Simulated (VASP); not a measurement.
# MgB2 (P6/mmm) in VASP: relaxation of shape and atoms at fixed volume with r2SCAN

Aim: the relaxation of shape and atoms at fixed volume of MgB2 with r2SCAN.

All numbers are computed with VASP 6.6.1; they aren't measurements. Logs are shortened: lines on timing, memory, paths and dates and some standing lists are left out, and cuts for length are marked.

## Step 1: The cell of the first run

It takes space group P6/mmm (No. 191, hexagonal). The conventional cell has a = 3.123 Å, b = 3.123 Å, c = 3.593 Å, α = 90.00°, β = 90.00°, γ = 120.00°. Within 3.4 Å of Mg (site symmetry 6/mmm) lie 12 B at 2.55 Å and 6 Mg at 3.12 Å. Within 2.4 Å of B (site symmetry -6m2) lie 3 B at 1.80 Å.

## Step 2: Relaxation of shape and atoms at fixed volume, r2SCAN (10.11 Å³/atom)

POSCAR reads:

```
MgB2
1.0
    3.1227009751      0.0000000000      0.0000000000
   -1.5613504875      2.7043383728      0.0000000000
    0.0000000000      0.0000000000      3.5929255494
Mg B
1 2
Direct
    0.0000000000      0.0000000000      0.0000000000
    0.3333333333      0.6666666667      0.5000000000
    0.6666666667      0.3333333333      0.5000000000
```

INCAR.step1 reads:

```
PREC = Accurate ; ENCUT = 600
ISMEAR = 0 ; SIGMA = 0.1
LREAL = F ; LASPH = T
NELM = 60 ; GGA = PE
ALGO = Normal ; EDIFF = 1E-4
LWAVE = T ; LCHARG = F
```

INCAR.step2 reads:

```
PREC = Accurate ; ENCUT = 600
EDIFF = 1E-7 ; ISMEAR = 0
SIGMA = 0.1 ; LREAL = F
LASPH = T ; NELM = 60
ALGO = Normal ; ISIF = 4
LWAVE = F ; LCHARG = F
METAGGA = R2SCAN ; LMIXTAU = T
IBRION = 2 ; NSW = 50
EDIFFG = -0.01 ; ISTART = 1
```

KPOINTS reads:

```
regular mesh
0
Gamma
  18 18 12
```

Potentials or basis: VASP PAW PBE potentials, release 64 (Mg, B).

Command:

```console
$ cat potpaw_PBE.64/Mg/POTCAR potpaw_PBE.64/B/POTCAR > POTCAR
$ cp INCAR.step1 INCAR
$ mpirun -np 1 vasp_std > vasp.out
$ cp INCAR.step2 INCAR
$ mpirun -np 1 vasp_std > vasp.out
```

OUTCAR:

```text
PREC = Accurate
   ENCUT = 600
   EDIFF = 1E-7
   ISMEAR = 0
   LREAL = F
   LASPH = T
   NELM = 60
   ISIF = 4
   METAGGA = R2SCAN
   IBRION = 2
   NSW = 50
   EDIFFG = -0.01
   ISTART = 1

 ion  position               nearest neighbor table
   1  0.000  0.000  0.000-   2 2.55   3 2.55   2 2.55   3 2.55   2 2.55   2 2.55   3 2.55   3 2.55
                             3 2.55   3 2.55   2 2.55   2 2.55
   2  0.333  0.667  0.500-   3 1.80   3 1.80   3 1.80   1 2.55   1 2.55   1 2.55   1 2.55   1 2.55
                             1 2.55
   3  0.667  0.333  0.500-   2 1.80   2 1.80   2 1.80   1 2.55   1 2.55   1 2.55   1 2.55   1 2.55
                             1 2.55

  LATTYP: Found a hexagonal cell.
 ALAT       =     3.1227009751
 C/A-ratio  =     1.1505826456

  Lattice vectors:

 A1 = (   3.1227009751,   0.0000000000,   0.0000000000)
 A2 = (  -1.5613504875,   2.7043383728,   0.0000000000)
 A3 = (   0.0000000000,   0.0000000000,   3.5929255494)

Analysis of symmetry for initial positions (statically):
=====================================================================
 Subroutine PRICEL returns:
 Original cell was already a primitive cell.

 Routine SETGRP: Setting up the symmetry group for a
 hexagonal supercell.

 Subroutine GETGRP returns: Found 24 space group operations
 (whereof 24 operations were pure point group operations)
 out of a pool of 24 trial point group operations.

The static configuration has the point symmetry D_6h.

Analysis of symmetry for dynamics (positions and initial velocities):
=====================================================================
 Subroutine PRICEL returns:
 Original cell was already a primitive cell.

 Routine SETGRP: Setting up the symmetry group for a
 hexagonal supercell.

 Subroutine GETGRP returns: Found 24 space group operations
 (whereof 24 operations were pure point group operations)
 out of a pool of 24 trial point group operations.

The dynamic configuration has the point symmetry D_6h.

 Subroutine INISYM returns: Found 24 space group operations
 (whereof 24 operations are pure point group operations),
 and found     1 'primitive' translations

----------------------------------------------------------------------------------------

                                     Primitive cell

  volume of cell :      30.3417

  direct lattice vectors                    reciprocal lattice vectors
[... 156 lines left out ...]
     3.122700975  0.000000000  0.000000000     0.320235593  0.184888106  0.000000000
    -1.561350487  2.704338373  0.000000000     0.000000000  0.369776212  0.000000000
     0.000000000  0.000000000  3.592925549     0.000000000  0.000000000  0.278324721

 POSITION                                       TOTAL-FORCE (eV/Angst)
 -----------------------------------------------------------------------------------
      0.00000      0.00000      0.00000        -0.000000      0.000000      0.000000
     -0.00000      1.80289      1.79646        -0.000000      0.000000     -0.000000
      1.56135      0.90145      1.79646         0.000000     -0.000000      0.000000
 -----------------------------------------------------------------------------------
    total drift:                                0.000000      0.000000     -0.000000

  FREE ENERGIE OF THE ION-ELECTRON SYSTEM (eV)
  ---------------------------------------------------
  free  energy   TOTEN  =       -19.3604719438 eV

  energy  without entropy=      -19.3570930531  energy(sigma->0) =      -19.35878250

--------------------------------------- Ionic step        2  -------------------------------------------

 number of electron       8.0000000 magnetization

 Free energy of the ion-electron system (eV)
  ---------------------------------------------------
  ext. energy  EPLUGINS =         0.00000000
  ---------------------------------------------------
  free energy    TOTEN  =       -19.36080224 eV

  energy without entropy =      -19.35733748  energy(sigma->0) =      -19.35906986

 E-fermi :   4.9686     XC(G=0): -11.3406

 val. band max:        4.9650721172   @ k =   0.2778   0.2778   0.3333
 cond. band min:       4.9720180803   @ k =   0.1111   0.0000   0.1667
 fundamental gap:      0.0069459631
 Fermi energy:         4.9686321636

 k-point     1 :       0.0000    0.0000    0.0000
  band No.  band energies     occupation
      1      -7.9781      2.00000
      2       1.8263      2.00000
      3       5.3857      0.00000
      4       5.3857      0.00000
      5       6.6396      0.00000
      6      11.5205      0.00000
      7      11.5205      0.00000
      8      13.1496      0.00000
[... 243 lines left out ...]
 k-point    24 :       0.3889    0.1111    0.0000
  band No.  band energies     occupation
      1      -4.4288      2.00000
      2      -2.3453      2.00000
      3       1.8791      2.00000
      4       5.0470      0.26792
      5       8.3748      0.00000
      6       9.7662      0.00000
      7      10.6149      0.00000
      8      12.7977      0.00000

 [... further k-points ...]

------------------------ aborting loop because EDIFF is reached ----------------------------------------

  FORCE on cell =-STRESS in cart. coord.  units (eV):
  Direction    XX          YY          ZZ          XY          YZ          ZX
  --------------------------------------------------------------------------------------
  -------------------------------------------------------------------------------------
  Total       -1.5734558     -1.5734558     -1.5426614     -0.0000000      0.0000000      0.0000000
  in kB      -83.0855467    -83.0855467    -81.4594638     -0.0000000      0.0000000      0.0000000
  external PRESSURE =     -82.5435190 kB  Pullay stress =       0.0000000 kB

 VOLUME and BASIS-vectors are now :
 -----------------------------------------------------------------------------
  energy-cutoff  :      600.00
  volume of cell :       30.34
      direct lattice vectors                 reciprocal lattice vectors
     3.118799393 -0.000000000 -0.000000000     0.320636205  0.185119399 -0.000000000
    -1.559399696  2.700959503 -0.000000000     0.000000000  0.370238798  0.000000000
     0.000000000 -0.000000000  3.601920590     0.000000000  0.000000000  0.277629663

 POSITION                                       TOTAL-FORCE (eV/Angst)
 -----------------------------------------------------------------------------------
      3.11880     -0.00000     -0.00000         0.000000     -0.000000      0.000000
     -0.00000      1.80064      1.80096         0.000000      0.000000     -0.000000
      1.55940      0.90032      1.80096        -0.000000     -0.000000      0.000000
 -----------------------------------------------------------------------------------
    total drift:                               -0.000000      0.000000     -0.000000

  FREE ENERGIE OF THE ION-ELECTRON SYSTEM (eV)
  ---------------------------------------------------
  free  energy   TOTEN  =       -19.3608022443 eV

  energy  without entropy=      -19.3573374796  energy(sigma->0) =      -19.35906986

 reached required accuracy - stopping structural energy minimisation
```

OSZICAR.step1:

```text
N       E                     dE             d eps       ncg     rms          rms(c)
DAV:   1     0.822323924828E+01    0.82232E+01   -0.41779E+03  4320   0.941E+02
DAV:   2    -0.165436954771E+02   -0.24767E+02   -0.23675E+02  5984   0.115E+02
DAV:   3    -0.169177747298E+02   -0.37408E+00   -0.37287E+00  5368   0.171E+01
DAV:   4    -0.169184920291E+02   -0.71730E-03   -0.71691E-03  6344   0.686E-01
DAV:   5    -0.169184927439E+02   -0.71473E-06   -0.71510E-06  5552   0.138E-02    0.508E+00
DAV:   6    -0.155317236862E+02    0.13868E+01   -0.23714E+00  4640   0.827E+00    0.242E+00
DAV:   7    -0.152998015251E+02    0.23192E+00   -0.11842E+00  5256   0.574E+00    0.736E-01
DAV:   8    -0.153013806882E+02   -0.15792E-02   -0.10439E-01  4512   0.209E+00    0.364E-01
DAV:   9    -0.152937046635E+02    0.76760E-02   -0.26203E-02  4720   0.876E-01    0.536E-02
DAV:  10    -0.152937114861E+02   -0.68226E-05   -0.10314E-03  6064   0.223E-01    0.250E-02
DAV:  11    -0.152936913126E+02    0.20174E-04   -0.12975E-04  3176   0.696E-02
   1 F= -.15293691E+02 E0= -.15292068E+02  d E =-.324631E-02
```

It took 7.8 min on 1 thread of Intel Xeon Platinum 8375C at 2.90GHz (Ice Lake), shared host; peak memory 0.24 GiB.

Results:

| Quantity | Value |
| --- | --- |
| Free energy | -19.3608 eV |
| Energy gained by relaxing | 0.1 meV/atom |
| Ionic steps | 2 |
| Pressure after relaxing | -8.3 GPa |
| Band gap on the k mesh | zero (bands 4 and 5 overlap by 3.80 eV) |

Step by step:
```tsv
step	energy change (eV)	largest force (eV/Å)	pressure (GPa)	volume (Å³)
1	0.0000	0.0000	-8.40	30.34
2	-0.0003	0.0000	-8.25	30.34
```

Final structure:
```yaml
crystal:
  lattice:
    - [3.11880, 0.00000, 0.00000]
    - [-1.55940, 2.70096, 0.00000]
    - [0.00000, 0.00000, 3.60192]
  atoms:
    - { symbol: Mg, position: [0.00000, 0.00000, 0.00000] }
    - { symbol: B, position: [0.33333, 0.66667, 0.50000] }
    - { symbol: B, position: [0.66667, 0.33333, 0.50000] }
```

Caveat: the PAW data sets were made with another functional, which shifts forces and pressure a little.
